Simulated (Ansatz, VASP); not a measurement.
**KF: VASP beside Ansatz**

```xyz
4
Lattice="3.4031 0.0000 0.0000 -1.7016 2.9472 0.0000 0.0000 0.0000 8.3594" Properties=species:S:1:pos:R:3 pbc="T T T"
K     0.0000    0.0000    4.1797
K     0.0000    0.0000    0.0000
F     1.7016    0.9824    6.2695
F     0.0000    1.9648    2.0898
```

Change from the starting cell: species swapped into the LaI type (P6_3/mmc, No. 194).

Alike in both runs: task relaxation of cell and atoms; functional PBE; k mesh 5 × 5 × 2; occupations gaussian, width 0.15 eV; no spin polarisation.

|  | VASP | Ansatz |
| --- | --- | --- |
| version | VASP 6.6.1 | Ansatz 0.2.0 |
| potentials or method | VASP PAW PBE potentials, release 64 (K_sv, F), cutoff 600 eV | scalar-relativistic, plane waves, PAW |
| valence electrons in the cell | 32 | 32 |

```csv
,VASP,Ansatz,Ansatz less VASP
"gap on the k mesh at the Fermi level, each at its own relaxed structure (eV)",5.83,5.91,+0.080
relaxed volume (Å³/atom),20.16,19.88,-0.284
relaxed cell length with the largest relative difference (Å),3.742,3.722,-0.0200
```

The k mesh is coarse, so the values compare programs but aren't converged.
